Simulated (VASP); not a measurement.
# Ti2C5 (I4/mmm) in VASP: single point with PBE

Aim: the single point of Ti2C5 with PBE.

Program: VASP 6.6.1. These are calculated values, not measurements. Logs are shortened: lines on timing, memory, paths and dates and some standing lists are left out, and cuts for length are marked.

## 1. The cell of the first run

Symmetry: I4/mmm, No. 139, tetragonal system. Conventional cell: a = 4.443 Å, b = 4.443 Å, c = 6.256 Å, α = 90.00°, β = 90.00°, γ = 90.00°. Within 2.9 Å of Ti (site symmetry mmm) lie 10 C at 2.22 Å. Within 2.9 Å of C (site symmetry 2/m) lie 4 Ti at 2.22 Å and 6 C at 2.22 Å. Within 2.9 Å of C (site symmetry 4/mmm) lie 8 C at 2.22 Å and 4 Ti at 2.22 Å.

The cell was generated, and may not be a known phase.

## 2. Single point, PBE

Contents of INCAR:

```
SYSTEM = Ti2C5
PREC = Accurate
ENCUT = 600
EDIFF = 1E-6
ISMEAR = 0
SIGMA = 0.2
LREAL = .False.
LASPH = .True.
NELM = 120
ALGO = Normal
ISIF = 2
LWAVE = .False.
LCHARG = .False.
GGA = PE
NBANDS = 31
GGA_COMPAT = .False.
```

Contents of KPOINTS:

```
Automatic mesh
0
Gamma
  4 4 4
  0 0 0
```

Contents of POSCAR:

```
Ti2C5
1.0
   -2.2212770326      2.2212770326      3.1281793538
    2.2212770326     -2.2212770326      3.1281793538
    2.2212770326      2.2212770326     -3.1281793538
Ti C
2 5
Direct
    0.5000000000      0.0000000000      0.5000000000
    0.0000000000      0.5000000000      0.5000000000
    0.5000000000      0.5000000000      0.5000000000
    0.0000000000      0.0000000000      0.5000000000
    0.5000000000      0.0000000000      0.0000000000
    0.0000000000      0.5000000000      0.0000000000
    0.0000000000      0.0000000000      0.0000000000
```

Potentials or basis: VASP PAW PBE potentials, release 64 (Ti_sv, C).

On the command line:

```console
cat potpaw_PBE.64/Ti_sv/POTCAR potpaw_PBE.64/C/POTCAR > POTCAR
mpirun -np 1 vasp_std > vasp.out
```

OUTCAR:

```text
SYSTEM = Ti2C5
   PREC = Accurate
   ENCUT = 600
   EDIFF = 1E-6
   ISMEAR = 0
   LREAL = .False.
   LASPH = .True.
   NELM = 120
   ISIF = 2
   GGA = PE

 ion  position               nearest neighbor table
   1  0.500  0.000  0.500-   3 2.22   4 2.22   5 2.22   6 2.22   5 2.22   3 2.22   4 2.22   6 2.22
                             7 2.22   7 2.22
   2  0.000  0.500  0.500-   3 2.22   4 2.22   5 2.22   6 2.22   6 2.22   4 2.22   3 2.22   5 2.22
                             7 2.22   7 2.22
   3  0.500  0.500  0.500-   1 2.22   2 2.22   1 2.22   2 2.22
   4  0.000  0.000  0.500-   1 2.22   2 2.22   2 2.22   1 2.22
   5  0.500  0.000  0.000-   1 2.22   2 2.22   1 2.22   2 2.22
   6  0.000  0.500  0.000-   1 2.22   2 2.22   2 2.22   1 2.22
   7  0.000  0.000  0.000-   1 2.22   2 2.22   2 2.22   1 2.22

  LATTYP: Found a body centered tetragonal cell.
 ALAT       =     4.4425540652
 C/A-ratio  =     1.4082797003

  Lattice vectors:

 A1 = (  -2.2212770326,   2.2212770326,   3.1281793538)
 A2 = (   2.2212770326,  -2.2212770326,   3.1281793538)
 A3 = (   2.2212770326,   2.2212770326,  -3.1281793538)

Analysis of symmetry for initial positions (statically):
=====================================================================
 Subroutine PRICEL returns:
 Original cell was already a primitive cell.

 Routine SETGRP: Setting up the symmetry group for a
 body centered tetragonal supercell.

 Subroutine GETGRP returns: Found 16 space group operations
 (whereof 16 operations were pure point group operations)
 out of a pool of 16 trial point group operations.

The static configuration has the point symmetry D_4h.

Analysis of symmetry for dynamics (positions and initial velocities):
=====================================================================
 Subroutine PRICEL returns:
 Original cell was already a primitive cell.

 Routine SETGRP: Setting up the symmetry group for a
 body centered tetragonal supercell.

 Subroutine GETGRP returns: Found 16 space group operations
 (whereof 16 operations were pure point group operations)
 out of a pool of 16 trial point group operations.

The dynamic configuration has the point symmetry D_4h.

 Subroutine INISYM returns: Found 16 space group operations
 (whereof 16 operations are pure point group operations),
 and found     1 'primitive' translations

[... 88 lines left out ...]
   LSORBIT =      F    spin-orbit coupling
   LASPH  =      T    aspherical Exc in radial PAW
   ENCUT  =  600.0 eV  44.10 Ry    6.64 a.u.   8.85  8.85  8.85*2*pi/ulx,y,z
   NELM   =    120;   NELMIN=  2; NELMDL= -5     # of ELM steps
   EDIFF  = 0.1E-05   stopping-criterion for ELM
   LREAL  =      F    real-space projection
[... 7 lines left out ...]
   TEBEG  =    0.0;   TEEND  =   0.0 temperature during run
   PSTRESS=    0.0 pullay stress
   NELECT =      44.0000    total number of electrons
   NUPDOWN=      -1.0000    fix difference up-down
   EMIN   =  10.00;   EMAX   =-10.00  energy-range for DOS
   EFERMI =   0.00;   METHOD = LEGACY
   ISMEAR =     0;   SIGMA  =   0.20  broadening in eV -4-tet -1-fermi 0-gaus
   EFERMI_NEDOS =   21; number of points for ismear=-14 and -15
   IALGO  =     38    algorithm
   IMIX   =      4    mixing-type and parameters
     AMIX     =   0.40;   BMIX     =  1.00
     AMIX_MAG =   1.60;   BMIX_MAG =  1.00
  volume/ion in A,a.u.               =       8.82        59.52
  Fermi-wavevector in a.u.,A,eV,Ry     =   1.462312  2.763369 29.094103  2.138356
  Thomas-Fermi vector in A             =   2.578540
   LORBIT       =      0    0 simple, 1 ext, 2 COOP (PROOUT), +10 PAW based schemes
   GGA     = PE    functional components
   LHFCALC =     F    Hartree Fock is set to
   AEXX    =    0.0000 exact exchange contribution
   IVDW    =     0    specifies the selected vdW correction
   LEPSILON=     F    determine dielectric tensor
   LRPA    =     F    only Hartree local field effects (RPA)
 non-spin polarized calculation
 Gauss-broadening in eV      SIGMA  =   0.20
  energy-cutoff  :      600.00
  volume of cell :       61.74
 maximum number of plane-waves:      2085
   NGX = 17   NGY = 17   NGZ = 17

 number of electron      43.9999992 magnetization

 Free energy of the ion-electron system (eV)
  ---------------------------------------------------
  ext. energy  EPLUGINS =         0.00000000
  ---------------------------------------------------
  free energy    TOTEN  =       -51.70787755 eV

  energy without entropy =      -51.67278811  energy(sigma->0) =      -51.69033283

 E-fermi :   9.2315     XC(G=0): -12.6755

 val. band max:        9.2311187728   @ k =   0.5000   0.5000   0.5000
 cond. band min:       9.2318262642   @ k =   0.5000   0.5000   0.5000
 fundamental gap:      0.0007074914
 Fermi energy:         9.2315451546

 k-point     1 :       0.0000    0.0000    0.0000
  band No.  band energies     occupation
      1     -47.8549      2.00000
      2     -47.7960      2.00000
      3     -24.3340      2.00000
      4     -24.1900      2.00000
      5     -24.1900      2.00000
      6     -24.1448      2.00000
[... 431 lines left out ...]
     30      12.2967      0.00000
     31      13.0573      0.00000

------------------------ aborting loop because EDIFF is reached ----------------------------------------

  FORCE on cell =-STRESS in cart. coord.  units (eV):
  Direction    XX          YY          ZZ          XY          YZ          ZX
  --------------------------------------------------------------------------------------
  -------------------------------------------------------------------------------------
  Total        0.0399747      0.0399747      0.1565503      0.0000000      0.0000000      0.0000000
  in kB        1.0373828      1.0373828      4.0626315      0.0000000      0.0000000      0.0000000
  external PRESSURE =       2.0457990 kB  Pullay stress =       0.0000000 kB

 VOLUME and BASIS-vectors are now :
 -----------------------------------------------------------------------------
  energy-cutoff  :      600.00
  volume of cell :       61.74
      direct lattice vectors                 reciprocal lattice vectors
    -2.221277033  2.221277033  3.128179354     0.000000000  0.225095741  0.159837383
     2.221277033 -2.221277033  3.128179354     0.225095741  0.000000000  0.159837383
     2.221277033  2.221277033 -3.128179354     0.225095741  0.225095741  0.000000000

 POSITION                                       TOTAL-FORCE (eV/Angst)
 -----------------------------------------------------------------------------------
      0.00000      2.22128      0.00000         0.000000     -0.000000     -0.000000
      2.22128      0.00000      0.00000         0.000000      0.000000     -0.000000
      1.11064      1.11064      1.56409        -0.000000     -0.000000      0.000000
      1.11064      1.11064     -1.56409        -0.000000      0.000000      0.000000
     -1.11064      1.11064      1.56409        -0.000000      0.000000      0.000000
      1.11064     -1.11064      1.56409        -0.000000      0.000000      0.000000
      0.00000      0.00000      0.00000        -0.000000      0.000000      0.000000
 -----------------------------------------------------------------------------------
    total drift:                                0.000000      0.000000     -0.000000

  FREE ENERGIE OF THE ION-ELECTRON SYSTEM (eV)
  ---------------------------------------------------
  free  energy   TOTEN  =       -51.7078775472 eV

  energy  without entropy=      -51.6727881063  energy(sigma->0) =      -51.69033283
```

OSZICAR:

```text
N       E                     dE             d eps       ncg     rms          rms(c)
DAV:   1     0.524499987152E+03    0.52450E+03   -0.23984E+04   806   0.182E+03
DAV:   2     0.141141821535E+02   -0.51039E+03   -0.48803E+03   834   0.516E+02
DAV:   3    -0.540345424431E+02   -0.68149E+02   -0.66018E+02  1324   0.156E+02
DAV:   4    -0.590714543830E+02   -0.50369E+01   -0.49579E+01  1072   0.391E+01
DAV:   5    -0.593120940183E+02   -0.24064E+00   -0.24037E+00  1204   0.761E+00    0.255E+01
DAV:   6    -0.522384417006E+02    0.70737E+01   -0.56669E+01  1149   0.567E+01    0.843E+00
DAV:   7    -0.518364460946E+02    0.40200E+00   -0.12429E+01  1116   0.255E+01    0.735E+00
DAV:   8    -0.517944921432E+02    0.41954E-01   -0.21708E+00  1158   0.114E+01    0.238E+00
DAV:   9    -0.517120773809E+02    0.82415E-01   -0.39131E-01  1143   0.473E+00    0.983E-01
DAV:  10    -0.517083753819E+02    0.37020E-02   -0.87041E-02  1151   0.216E+00    0.338E-01
DAV:  11    -0.517091368466E+02   -0.76146E-03   -0.25456E-02  1125   0.111E+00    0.270E-01
DAV:  12    -0.517078652062E+02    0.12716E-02   -0.65438E-03  1110   0.617E-01    0.215E-02
DAV:  13    -0.517078772746E+02   -0.12068E-04   -0.22666E-04  1067   0.111E-01    0.134E-02
DAV:  14    -0.517078773710E+02   -0.96396E-07   -0.10754E-05  1206   0.214E-02    0.519E-03
DAV:  15    -0.517078775472E+02   -0.17615E-06   -0.42699E-06   951   0.121E-02
   1 F= -.51707878E+02 E0= -.51690333E+02  d E =-.350894E-01
```

Run time: 33 s. Hardware: 1 thread of AMD EPYC 7R13 (Zen 3), shared host; peak memory 0.18 GiB.

Results:

```yaml
Free_energy: -51.7079 eV
Pressure: 0.2 GPa
Band_gap_on_the_k_mesh: zero (bands 22 and 23 overlap by 1.98 eV)
```

Caveat: the k points lie up to 0.43 Å⁻¹ apart, too coarse for converged energies and pressures of a metal.
